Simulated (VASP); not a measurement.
Write the native input for VASP 6.6.1 that does the following.

| Item | Value |
| --- | --- |
| Task | single point |
| Functional | PBEsol |
| Potentials or basis | VASP PAW PBE potentials, release 64 (Zr_sv, C) |
| Cutoff | 520 eV |
| k mesh | 8 × 8 × 5 |
| Occupations | methfessel-paxton, width 0.1 eV |
| Spin | no spin polarisation |
| Hubbard terms | Zr d U = 5.3 eV |
| Dipole correction | no |
| Further INCAR settings | ALGO = Normal; EDIFF = 1e-06; NBANDS = 24 |

The structure of ZrC lies in POSCAR:

```
ZrC
1.0
    3.3914762718      0.0000000000      0.0000000000
   -1.6957381359      2.9371046077      0.0000000000
    0.0000000000      0.0000000000      5.2900530000
Zr C
2 2
Direct
    0.6564960000      0.3361750000      0.7457770000
    0.3534290000      0.6814770000      0.2533850000
   -0.0106820000     -0.0085700000      0.5010310000
    0.0019040000     -0.0091580000     -0.0024290000
```

The input as run:

INCAR

```
SYSTEM = ZrC
PREC     = Accurate       ! precision mode
ENCUT    = 520            ! plane-wave cutoff, eV
EDIFF    = 1E-6           ! SCF threshold, eV
ISMEAR   = 1              ! smearing method
SIGMA    = 0.1            ! smearing width, eV
LREAL    = .FALSE.        ! projectors in reciprocal space
LASPH    = .TRUE.         ! aspherical terms in the spheres
NELM     = 150            ! most SCF steps
ALGO     = Normal         ! electronic algorithm
ISIF     = 2              ! what is computed and relaxed
LWAVE    = .FALSE.        ! write WAVECAR
LCHARG   = .FALSE.        ! write CHGCAR
LMAXMIX  = 4              ! l up to which the mixer works
LDAU     = .TRUE.         ! DFT+U
LDAUTYPE = 2            
LDAUL    = 2 -1           ! shell
LDAUU    = 5.3 0          ! U, eV
LDAUJ    = 0 0          
LDAUPRINT= 1            
GGA      = PS             ! functional
NBANDS   = 24             ! bands
```

KPOINTS

```
Automatic mesh
0
G
  8 8 5
  0 0 0
```

Potentials or basis: VASP PAW PBE potentials, release 64 (Zr_sv, C).

Run with:

```sh
$ cat potpaw_PBE.64/Zr_sv/POTCAR potpaw_PBE.64/C/POTCAR > POTCAR
$ mpirun -np 1 vasp_std > vasp.out
```

It gave:

```yaml
Pressure: 7.9 GPa
Largest_force: 1.477 eV/Å
Band_gap_on_the_k_mesh: zero (bands 16 and 17 overlap by 1.14 eV)
```

Caveat: the stress differs along the axes, from 6 to 12 GPa; the PAW data sets were made with another functional, which shifts forces and pressure a little; U without spin polarisation on a metal has little footing; the U is typed as a test and isn't derived for this compound.

Run time: 2.9 min on 1 thread of Intel(R) Xeon(R) Platinum 8259CL CPU @ 2.50GHz (Skylake/Cascade Lake), on a shared host, peak memory 0.3 GiB.
